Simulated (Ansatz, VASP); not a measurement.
**Two plane-wave programs on PbSe**

```
Pb Se
1.0
     0.00000    3.42320    3.42320
     3.42320    0.00000    3.42320
     3.42320    3.42320    0.00000
Pb Se
1 1
Direct
  0.00000 0.00000 0.00000
  0.25000 0.25000 0.25000
```

Alike in both runs: task single point; functional PBE; k mesh 4 × 4 × 4; occupations methfessel-paxton of order 1, width 0.001 eV; no spin polarisation.

```csv
,VASP,Ansatz
version,VASP 6.6.1,Ansatz 0.2.0
potentials or method,"VASP PAW PBE potentials, release 64 (Pb_d, Se)",plane waves
plane-wave cutoff (eV),500,420
valence electrons in the cell,20,30
```

|  | VASP | Ansatz | Ansatz less VASP |
| --- | --- | --- | --- |
| gap on the k mesh at the Fermi level (eV) | 0.62 | 0.62 | -0.001 |
| pressure (GPa) | 0.7 | 0.7 | +0.01 |

The functional is the same, so the differences come from potentials, cutoffs and numerics. VASP's potentials hold 20 valence electrons a cell and Ansatz's 30, so a difference there can come from the potentials and not from the codes.

Spin-orbit coupling is off throughout.
